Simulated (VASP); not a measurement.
**Ga: single point with RPBE**

The system is Ga.

```
CELL_PARAMETERS angstrom
2.76151 0.00000 0.00000
0.00000 2.76151 0.00000
0.00000 0.00000 2.76151
ATOMIC_POSITIONS crystal
Ga 0.00000 0.00000 0.00000
```

| Item | Value |
| --- | --- |
| Program | VASP 6.6.1 |
| Task | single point |
| Functional | RPBE |
| Potentials or basis | VASP PAW PBE potentials, release 64 (Ga_d) |
| Cutoff | 520 eV |
| k mesh | 10 × 10 × 10 |
| Occupations | fermi-dirac, width 0.05 eV |
| Spin | no spin polarisation |

The pressure is 0.1 GPa.

Levels at points of the mesh, in eV from the Fermi level:
```
           k point  band 3  band 4  band 5  band 6  band 7  band 8  band 9  band 10
(0.00, 0.00, 0.00)  -14.64  -14.64  -14.64  -10.24    8.63    8.63    8.63    11.50
(0.50, 0.00, 0.00)  -14.77  -14.77  -14.63   -6.12   -3.91   11.87   11.87    15.05
(0.50, 0.50, 0.00)  -14.75  -14.75  -14.52   -1.81   -0.62   -0.62    4.15    15.16
(0.50, 0.50, 0.50)  -14.94  -14.51  -14.51    2.52    2.52    2.52    3.27     7.98
```

Wall time 4.6 s on 1 thread of Intel(R) Xeon(R) 6975P-C (Granite Rapids), on a shared host, peak memory 0.14 GiB.

Caveat: the PAW data sets were made with another functional, which shifts forces and pressure a little.
